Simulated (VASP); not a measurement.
# Si4C (F-43m) in VASP: a series of runs

Runs on Si4C. Level: PBE. Tasks: single point, relaxation of cell and atoms.

Everything below comes from runs of VASP 6.6.1. Logs are shortened: lines on timing, memory, paths and dates and some standing lists are left out, and cuts for length are marked.

## 1. The cell of the first run

Symmetry: F-43m, No. 216, cubic system. The conventional cell has a = 6.938 Å, b = 6.938 Å, c = 6.938 Å, α = 90.00°, β = 90.00°, γ = 90.00°. Si (site symmetry 3m) has 6 Si at 2.44 to 2.47 Å and 3 C at 2.88 Å within 3.2 Å. C (site symmetry -43m) has 12 Si at 2.88 Å within 3.8 Å.

The cell was generated, and may not be a known phase.

## 2. Single point, PBE, collinear spin

The input, INCAR:

```
ALGO = Normal
EDIFF = 1E-6
ENCUT = 520
GGA = PE
ISIF = 2
ISMEAR = 0
ISPIN = 2
LASPH = True
LCHARG = True
LELF = True
LORBIT = 11
LREAL = False
LVHAR = True
LWAVE = False
MAGMOM = 0 0 0 0 1
NBANDS = 22
NELM = 150
PREC = Accurate
SIGMA = 0.1
```

The input, KPOINTS:

```
k-points
0
Gamma
  4 4 4
```

The input, POSCAR:

```
Si4C
1.0
    0.0000000000      3.4687842063      3.4687842063
    3.4687842063      0.0000000000      3.4687842063
    3.4687842063      3.4687842063      0.0000000000
Si C
4 1
Direct
    0.3742220941      0.3742220941      0.3742220941
    0.3742220941      0.3742220941      0.8773337178
    0.3742220941      0.8773337178      0.3742220941
    0.8773337178      0.3742220941      0.3742220941
    0.7500000000      0.7500000000      0.7500000000
```

Potentials or basis: VASP PAW PBE potentials, release 64 (Si, C).

Started as:

```sh
$ cat potpaw_PBE.64/Si/POTCAR potpaw_PBE.64/C/POTCAR > POTCAR
$ mpirun -np 1 vasp_std > vasp.out
```

OUTCAR:

```text
EDIFF = 1E-6
   ENCUT = 520
   GGA = PE
   ISIF = 2
   ISMEAR = 0
   ISPIN = 2
   LASPH = True
   LORBIT = 11
   LREAL = False
   NELM = 150
   PREC = Accurate

 ion  position               nearest neighbor table
   1  0.374  0.374  0.374-   2 2.44   3 2.44   4 2.44   4 2.47   3 2.47   2 2.47
   2  0.374  0.374  0.877-   1 2.44   3 2.44   4 2.44   3 2.47   4 2.47   1 2.47
   3  0.374  0.877  0.374-   1 2.44   2 2.44   4 2.44   4 2.47   2 2.47   1 2.47
   4  0.877  0.374  0.374-   1 2.44   2 2.44   3 2.44   3 2.47   2 2.47   1 2.47
   5  0.750  0.750  0.750-

  LATTYP: Found a face centered cubic cell.
 ALAT       =     6.9375684126

  Lattice vectors:

 A1 = (   0.0000000000,   3.4687842063,   3.4687842063)
 A2 = (   3.4687842063,   0.0000000000,   3.4687842063)
 A3 = (   3.4687842063,   3.4687842063,   0.0000000000)

Analysis of symmetry for initial positions (statically):
=====================================================================
 Subroutine PRICEL returns:
 Original cell was already a primitive cell.

 Routine SETGRP: Setting up the symmetry group for a
 face centered cubic supercell.

 Subroutine GETGRP returns: Found 24 space group operations
 (whereof 24 operations were pure point group operations)
 out of a pool of 48 trial point group operations.

The static configuration has the point symmetry T_d .

Analysis of symmetry for dynamics (positions and initial velocities):
=====================================================================
 Subroutine PRICEL returns:
 Original cell was already a primitive cell.

 Routine SETGRP: Setting up the symmetry group for a
 face centered cubic supercell.

 Subroutine GETGRP returns: Found 24 space group operations
 (whereof 24 operations were pure point group operations)
 out of a pool of 48 trial point group operations.

The dynamic configuration has the point symmetry T_d .

Analysis of structural, dynamic, and magnetic symmetry:
=====================================================================
 Subroutine PRICEL returns:
 Original cell was already a primitive cell.

 Routine SETGRP: Setting up the symmetry group for a
 face centered cubic supercell.

 Subroutine GETGRP returns: Found 24 space group operations
 (whereof 24 operations were pure point group operations)
 out of a pool of 48 trial point group operations.

The overall configuration has the point symmetry T_d .

 Subroutine INISYM returns: Found 24 space group operations
 (whereof 24 operations are pure point group operations),
 and found     1 'primitive' translations

----------------------------------------------------------------------------------------

                                     Primitive cell

  volume of cell :      83.4760

  direct lattice vectors                    reciprocal lattice vectors
     0.000000000  3.468784206  3.468784206    -0.144142723  0.144142723  0.144142723
     3.468784206  0.000000000  3.468784206     0.144142723 -0.144142723  0.144142723
     3.468784206  3.468784206  0.000000000     0.144142723  0.144142723 -0.144142723

  length of vectors
     4.905601669  4.905601669  4.905601669     0.249662519  0.249662519  0.249662519

  position of ions in fractional coordinates (direct lattice)
     0.374222094  0.374222094  0.374222094
     0.374222094  0.374222094  0.877333718
     0.374222094  0.877333718  0.374222094
     0.877333718  0.374222094  0.374222094
     0.750000000  0.750000000  0.750000000

  ion indices of the primitive-cell ions
   primitive index   ion index
                 1           1
                 2           2
                 3           3
                 4           4
                 5           5

----------------------------------------------------------------------------------------

 KPOINTS: k-points

Automatic generation of k-mesh.
 Grid dimensions read from file:
 generate k-points for:    4    4    4

 Generating k-lattice:

  Cartesian coordinates                     Fractional coordinates (reciprocal lattice)
[... 45 lines left out ...]
 Gauss-broadening in eV      SIGMA  =   0.10
  energy-cutoff  :      520.00
  volume of cell :       83.48
 maximum number of plane-waves:      2272
   NGX = 19   NGY = 19   NGZ = 19

 number of electron      20.0000001 magnetization      -0.0001843

 number of electron      20.0000001 magnetization       0.0001356

 Free energy of the ion-electron system (eV)
  ---------------------------------------------------
  ext. energy  EPLUGINS =         0.00000000
  ---------------------------------------------------
  free energy    TOTEN  =       -23.14576027 eV

  energy without entropy =      -23.14122428  energy(sigma->0) =      -23.14349228

 E-fermi :   6.5063     XC(G=0):  -9.9718

 val. band max:        6.4445018045   @ k =   0.5000   0.5000   0.0000
 cond. band min:       6.6551999434   @ k =   0.5000   0.0000   0.0000
 fundamental gap:      0.2106981389
 Fermi energy:         6.5063364544

 spin component 1

 k-point     1 :       0.0000    0.0000    0.0000
  band No.  band energies     occupation
      1      -7.1845      1.00000
      2      -1.8934      1.00000
      3      -0.5883      1.00000
      4       1.8974      1.00000
      5       1.8974      1.00000
      6       1.8974      1.00000
[... 173 lines left out ...]
      5       1.1986      1.00000
      6       2.4438      1.00000
[... 14 lines left out ...]
     21      13.5927      0.00000
     22      15.4368      0.00000
 Fermi energy:         6.5063364544

 spin component 2

 k-point     1 :       0.0000    0.0000    0.0000
  band No.  band energies     occupation
      1      -7.1845      1.00000
      2      -1.8933      1.00000
      3      -0.5883      1.00000
      4       1.8974      1.00000
      5       1.8974      1.00000
      6       1.8974      1.00000
[... 174 lines left out ...]
      6       2.4438      1.00000
[... 14 lines left out ...]
     21      13.5927      0.00000
     22      15.4370      0.00000

------------------------ aborting loop because EDIFF is reached ----------------------------------------

  FORCE on cell =-STRESS in cart. coord.  units (eV):
  Direction    XX          YY          ZZ          XY          YZ          ZX
  --------------------------------------------------------------------------------------
  -------------------------------------------------------------------------------------
  Total        0.0019197      0.0019197      0.0019197     -0.0000000      0.0000000      0.0000000
  in kB        0.0368461      0.0368461      0.0368461     -0.0000000      0.0000000      0.0000000
  external PRESSURE =       0.0368461 kB  Pullay stress =       0.0000000 kB

 VOLUME and BASIS-vectors are now :
 -----------------------------------------------------------------------------
  energy-cutoff  :      520.00
  volume of cell :       83.48
      direct lattice vectors                 reciprocal lattice vectors
     0.000000000  3.468784206  3.468784206    -0.144142723  0.144142723  0.144142723
     3.468784206  0.000000000  3.468784206     0.144142723 -0.144142723  0.144142723
     3.468784206  3.468784206  0.000000000     0.144142723  0.144142723 -0.144142723

 POSITION                                       TOTAL-FORCE (eV/Angst)
 -----------------------------------------------------------------------------------
      2.59619      2.59619      2.59619         0.009820      0.009820      0.009820
      4.34138      4.34138      2.59619        -0.009820     -0.009820      0.009820
      4.34138      2.59619      4.34138        -0.009820      0.009820     -0.009820
      2.59619      4.34138      4.34138         0.009820     -0.009820     -0.009820
      5.20318      5.20318      5.20318         0.000000      0.000000      0.000000
 -----------------------------------------------------------------------------------
    total drift:                               -0.000000     -0.000000     -0.000000

  FREE ENERGIE OF THE ION-ELECTRON SYSTEM (eV)
  ---------------------------------------------------
  free  energy   TOTEN  =       -23.1457602746 eV

  energy  without entropy=      -23.1412242774  energy(sigma->0) =      -23.14349228

 total charge

# of ion       s       p       d       tot
------------------------------------------
    1        0.815   0.792   0.000   1.607
    2        0.815   0.792   0.000   1.607
    3        0.815   0.792   0.000   1.607
    4        0.815   0.792   0.000   1.607
    5        1.051   0.962   0.000   2.013
--------------------------------------------------
tot          4.312   4.131   0.000   8.442

 magnetization (x)

# of ion       s       p       d       tot
------------------------------------------
    1        0.000  -0.000   0.000  -0.000
    2        0.000  -0.000   0.000  -0.000
    3        0.000  -0.000   0.000  -0.000
    4        0.000  -0.000   0.000  -0.000
    5       -0.000   0.000   0.000   0.000
--------------------------------------------------
tot          0.000   0.000   0.000   0.000
```

Run time: 23 s. Hardware: 1 thread of Intel Xeon Platinum 8488C (Sapphire Rapids), shared host; peak memory 0.23 GiB.

What came out:

```yaml
Free_energy: -23.1458 eV
Pressure: 0.0 GPa
Largest_force: 0.017 eV/Å
Band_gap_on_the_k_mesh: zero (filled and empty bands overlap)
Net_moment: 0.00 μB per cell
Valence_electrons_inside_the_program's_atomic_spheres: Si 1.61; C 2.01
```

Forces in eV/Å, atoms in the order of the input:
```
Si   0.010  0.010  0.010
Si  -0.010 -0.010  0.010
Si  -0.010  0.010 -0.010
Si   0.010 -0.010 -0.010
C    0.000  0.000  0.000
```

Levels at points of the mesh, in eV from the Fermi level:
Spin up:
```tsv
k point	band 6	band 7	band 8	band 9	band 10	band 11	band 12	band 13	band 14	band 15
(0.00, 0.00, 0.00)	-4.61	-4.16	-4.16	-4.16	-0.93	-0.93	-0.25	-0.25	-0.25	2.91
(0.50, 0.00, 0.00)	-4.59	-3.82	-3.82	-0.84	0.15	0.15	1.77	1.77	1.94	3.91
(0.50, 0.50, 0.00)	-4.65	-2.13	-0.06	-0.06	0.70	1.10	1.10	1.60	1.86	1.89
```
Spin down:
| k point | band 7 | band 8 | band 9 | band 10 | band 11 | band 12 | band 13 | band 14 |
| --- | --- | --- | --- | --- | --- | --- | --- | --- |
| (0.00, 0.00, 0.00) | -4.16 | -4.16 | -4.16 | -0.93 | -0.93 | -0.25 | -0.25 | -0.25 |
| (0.50, 0.00, 0.00) | -3.82 | -3.82 | -0.84 | 0.15 | 0.15 | 1.77 | 1.77 | 1.94 |
| (0.50, 0.50, 0.00) | -2.13 | -0.06 | -0.06 | 0.70 | 1.10 | 1.10 | 1.60 | 1.86 |

Caveat: the k points lie up to 0.39 Å⁻¹ apart, too coarse for converged energies and pressures of a metal.

## 3. Single point, PBE

The input, INCAR:

```
SYSTEM = Si4C
PREC = Accurate
ENCUT = 520
EDIFF = 1E-6
ISMEAR = 0
SIGMA = 0.1
LREAL = .False.
LASPH = .True.
NELM = 100
ALGO = Normal
ISIF = 2
LWAVE = .False.
LCHARG = .False.
GGA = PE
NBANDS = 18
```

The input, KPOINTS:

```
Automatic mesh
0
Gamma
  10 10 10
  0 0 0
```

The input, POSCAR:

```
Si4C
1.0
    0.0000000000      3.4665005382      3.4665005382
    3.4665005382      0.0000000000      3.4665005382
    3.4665005382      3.4665005382      0.0000000000
Si C
4 1
Direct
    0.6252410391      0.1242768828      0.6252410391
    0.6252410391      0.6252410391      0.6252410391
    0.1242768828      0.6252410391      0.6252410391
    0.6252410391      0.6252410391      0.1242768828
    0.2500000000      0.2500000000      0.2500000000
```

Potentials or basis: VASP PAW PBE potentials, release 64 (Si, C).

Started as:

```sh
$ cat potpaw_PBE.64/Si/POTCAR potpaw_PBE.64/C/POTCAR > POTCAR
$ mpirun -np 1 vasp_std > vasp.out
```

Wall time 40 s (1 thread of Intel Xeon Platinum 8488C (Sapphire Rapids), shared host); peak memory 0.22 GiB.

It converged, with:

```
Free energy            : -23.0120 eV
Pressure               : -0.1 GPa
Band gap on the k mesh : zero (bands 10 and 11 overlap by 2.12 eV)
```

Levels at points of the mesh, in eV from the Fermi level:
```
           k point  band 7  band 8  band 9  band 10  band 11  band 12  band 13  band 14
(0.00, 0.00, 0.00)   -4.01   -4.01   -4.01    -0.76    -0.76    -0.11    -0.11    -0.11
(0.50, 0.00, 0.00)   -3.66   -3.66   -0.70     0.31     0.31     1.93     1.93     2.11
(0.50, 0.50, 0.00)   -1.96    0.08    0.08     0.82     1.27     1.27     1.80     2.02
```

## 4. Relaxation of cell and atoms, PBE, collinear spin

This run uses another cell than the first one, of 15.65 Å³/atom.

The input, INCAR:

```
SYSTEM = Si4C
ALGO = Normal ; EDIFF = 1E-6
EDIFFG = -0.04 ; ENCUT = 600
GGA = PE ; IBRION = 2
ISIF = 3 ; ISMEAR = 0
ISPIN = 2 ; LASPH = .TRUE.
LCHARG = .FALSE. ; LORBIT = 11
LREAL = .FALSE. ; LWAVE = .FALSE.
MAGMOM = 0 0 0 0 1 ; NELM = 150
NSW = 90 ; PREC = Accurate
SIGMA = 0.1
```

The input, KPOINTS:

```
k-points
0
G
  4 4 4
  0 0 0
```

The input, POSCAR:

```
Si4C
1.0
    0.0000000000      3.3948751600      3.3948751600
    3.3948751600      0.0000000000      3.3948751600
    3.3948751600      3.3948751600      0.0000000000
Si C
4 1
Direct
    0.3944163700      0.3944163700      0.3944163700
    0.3944163700      0.3944163700      0.8167509000
    0.3944163700      0.8167509000      0.3944163700
    0.8167509000      0.3944163700      0.3944163700
    0.7500000000      0.7500000000      0.7500000000
```

Started as:

```sh
$ cat potpaw_PBE.64/Si/POTCAR potpaw_PBE.64/C/POTCAR > POTCAR
$ mpirun -np 1 vasp_std > vasp.out
```

It took 3.1 min on 1 thread of Intel Xeon Platinum 8488C (Sapphire Rapids), shared host; peak memory 0.27 GiB.

The run converged. Its results:

* Free energy: -23.1453 eV
* Relaxed volume: 16.70 Å³/atom
* Relaxed cell: a = 4.906 Å, b = 4.906 Å, c = 4.906 Å, α = 60.00°, β = 60.00°, γ = 60.00°
* Space group after relaxing (to 0.1 Å): F-43m (No. 216)
* Pressure after relaxing: 0.0 GPa
* Largest force after relaxing: 0.003 eV/Å
* Band gap on the k mesh: zero (filled and empty bands overlap)
* Net moment: 0.00 μB per cell
* Valence electrons inside the program's atomic spheres: Si 1.61; C 2.01

Forces on the atoms (eV/Å):
```
Si  -0.002 -0.002 -0.002
Si   0.002  0.002 -0.002
Si   0.002 -0.002  0.002
Si  -0.002  0.002  0.002
C    0.000  0.000  0.000
```

Final structure:
```
Si C
1.0
     0.00000    3.46918    3.46918
     3.46918    0.00000    3.46918
     3.46918    3.46918    0.00000
Si C
4 1
Cartesian
  2.5968 2.5968 2.5968
  4.3415 4.3415 2.5968
  4.3415 2.5968 4.3415
  2.5968 4.3415 4.3415
  5.2038 5.2038 5.2038
```

Levels at points of the mesh, in eV from the Fermi level:
Spin up:
```csv
k point,band 6,band 7,band 8,band 9,band 10,band 11,band 12,band 13,band 14,band 15
"(0.00, 0.00, 0.00)",-4.61,-4.16,-4.16,-4.16,-0.93,-0.93,-0.25,-0.25,-0.25,2.91
"(0.50, 0.00, 0.00)",-4.59,-3.82,-3.82,-0.84,0.15,0.15,1.77,1.77,1.94,4.01
"(0.50, 0.50, 0.00)",-4.65,-2.13,-0.06,-0.06,0.70,1.10,1.10,1.60,1.86,2.47
```
Spin down:
```tsv
k point	band 7	band 8	band 9	band 10	band 11	band 12	band 13	band 14
(0.00, 0.00, 0.00)	-4.16	-4.16	-4.16	-0.93	-0.93	-0.25	-0.25	-0.25
(0.50, 0.00, 0.00)	-3.82	-3.82	-0.84	0.15	0.15	1.77	1.77	1.94
(0.50, 0.50, 0.00)	-2.13	-0.06	-0.06	0.70	1.10	1.10	1.60	1.86
```

Caveat: the k points lie up to 0.39 Å⁻¹ apart in the final cell, too coarse for converged energies and pressures of a metal.

## 5. Relaxation of cell and atoms, PBE

The input, INCAR:

```
SYSTEM = Si4C
PREC = Accurate ; ENCUT = 600
EDIFF = 1E-6 ; ISMEAR = 0
SIGMA = 0.1 ; LREAL = .False.
LASPH = .True. ; NELM = 80
ALGO = Normal ; ISIF = 3
LWAVE = .False. ; LCHARG = .False.
GGA = PE ; IBRION = 2
NSW = 100 ; EDIFFG = -0.01
```

The input, KPOINTS:

```
Automatic mesh
0
Gamma
  10 10 10
  0 0 0
```

The input, POSCAR:

```
Si4C
1.0
    0.0000000000      3.4687842063      3.4687842063
    3.4687842063      0.0000000000      3.4687842063
    3.4687842063      3.4687842063      0.0000000000
Si C
4 1
Direct
    0.6257779059      0.1226662822      0.6257779059
    0.6257779059      0.6257779059      0.6257779059
    0.1226662822      0.6257779059      0.6257779059
    0.6257779059      0.6257779059      0.1226662822
    0.2500000000      0.2500000000      0.2500000000
```

Started as:

```sh
$ cat potpaw_PBE.64/Si/POTCAR potpaw_PBE.64/C/POTCAR > POTCAR
$ mpirun -np 1 vasp_std > vasp.out
```

Wall time 1.8 min (1 thread of Intel Xeon Platinum 8488C (Sapphire Rapids), shared host); peak memory 0.26 GiB.

The run converged. Its results:

```yaml
Free_energy: -23.0124 eV
Relaxed_volume: 16.66 Å³/atom
Relaxed_cell: a = 4.902 Å, b = 4.902 Å, c = 4.902 Å, α = 60.00°, β = 60.00°, γ = 60.00°
Space_group_after_relaxing_to_0.1_Å: F-43m (No. 216)
Energy_gained_by_relaxing: 0.6 meV/atom
Ionic_steps: 3
Pressure_after_relaxing: 0.0 GPa
```

Step by step:
```
step  energy change (eV)  largest force (eV/Å)  pressure (GPa)  volume (Å³)
   1              0.0000                0.2045           -0.22        83.48
   2             -0.0020                0.1118            0.06        83.19
   3             -0.0028                0.0010           -0.03        83.29
```

Final structure:
```
Si C
1.0
     0.00000    3.46622    3.46622
     3.46622    0.00000    3.46622
     3.46622    3.46622    0.00000
Si C
4 1
Direct
  0.62524 0.12428 0.62524
  0.62524 0.62524 0.62524
  0.12428 0.62524 0.62524
  0.62524 0.62524 0.12428
  0.25000 0.25000 0.25000
```

Levels at points of the mesh, in eV from the Fermi level:
```
           k point  band 7  band 8  band 9  band 10  band 11  band 12  band 13  band 14
(0.00, 0.00, 0.00)   -4.01   -4.01   -4.01    -0.76    -0.76    -0.11    -0.11    -0.11
(0.50, 0.00, 0.00)   -3.66   -3.66   -0.70     0.31     0.31     1.93     1.93     2.11
(0.50, 0.50, 0.00)   -1.96    0.08    0.08     0.82     1.27     1.27     1.80     2.02
```

Caveat: the highest band is partly filled, so the run has too few bands.

## 6. Summary

| task | spin | cell | k mesh | cutoff (eV) | gap on the mesh (eV) | pressure (GPa) | moment (μB) | relaxed volume (Å³/atom) |
| --- | --- | --- | --- | --- | --- | --- | --- | --- |
| single point | collinear | a = 4.906 Å, angles 60.0°, 5 atoms, atomic positions A | 4 × 4 × 4 | 520 | none | 0.0 | 0.00 | - |
| single point | off | a = 4.902 Å, angles 60.0°, 5 atoms, atomic positions B | 10 × 10 × 10 | 520 | none | -0.1 | - | - |
| relaxation of cell and atoms | collinear | relaxed from a = 4.801 Å, angles 60.0°, 5 atoms, atomic positions C | 4 × 4 × 4 | 600 | none | 0.0 | 0.00 | 16.70 |
| relaxation of cell and atoms | off | relaxed from a = 4.906 Å, angles 60.0°, 5 atoms, atomic positions A | 10 × 10 × 10 | 600 | - | 0.0 | - | 16.66 |

Alike in all rows: level PBE; potentials or basis VASP PAW PBE potentials, release 64 (Si, C); smearing gaussian 0.1 eV.

Caveats: some runs use coarse meshes; the highest band is partly filled, so the run has too few bands (at least some runs).

Total energies depend on the potentials used, so only differences within one code and one set of settings carry meaning.

The gap in the log of VASP goes by the Fermi energy; the results here count the filled bands.